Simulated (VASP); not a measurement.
Wanted: the native input for a VASP 6.6.1 run.

```yaml
Task: single point
Functional: LDA
Potentials_or_basis: VASP PAW LDA potentials, release 64 (Sb_d_GW, Ga_d)
Cutoff: 500 eV
k_mesh: 6 × 6 × 6
Occupations: fermi-dirac, width 0.05 eV
Spin: no spin polarisation
Dipole_correction: no
Further_INCAR_settings: ALGO = Normal; EDIFF = 1e-06; NBANDS = 37
```

The structure of GaSb3 lies in POSCAR:

```
GaSb3
1.0
    0.0000000000      3.6216897967      3.6216897967
    3.6216897967      0.0000000000      3.6216897967
    3.6216897967      3.6216897967      0.0000000000
Sb Ga
3 1
Direct
    0.5000000000      0.5000000000      0.5000000000
    0.7500000000      0.7500000000      0.7500000000
    0.2500000000      0.2500000000      0.2500000000
    0.0000000000      0.0000000000      0.0000000000
```

The input as run:

INCAR

```
PREC = Accurate ; ENCUT = 500
EDIFF = 1E-6 ; ISMEAR = -1
SIGMA = 0.05 ; LREAL = False
LASPH = True ; NELM = 120
ALGO = Normal ; ISIF = 2
LWAVE = False ; LCHARG = True
LELF = True ; LVHAR = True
NBANDS = 37 ; GGA_COMPAT = False
```

KPOINTS

```
regular mesh
0
Gamma
  6 6 6
```

Potentials or basis: VASP PAW LDA potentials, release 64 (Sb_d_GW, Ga_d).

The run is started by

```console
$ cat potpaw_LDA.64/Sb_d_GW/POTCAR potpaw_LDA.64/Ga_d/POTCAR > POTCAR
$ mpirun -np 1 vasp_std > vasp.out
```

Results of the run:

The pressure is 0.0 GPa and the band gap on the k mesh is zero (bands 29 and 30 overlap by 4.01 eV).

Caveat: spin-orbit coupling is left out, which moves the levels of the heavy elements.

Wall time 47 s on 1 thread of AMD EPYC 9R45 96-Core Processor (Zen 5) (shared host), peak memory 0.19 GiB.
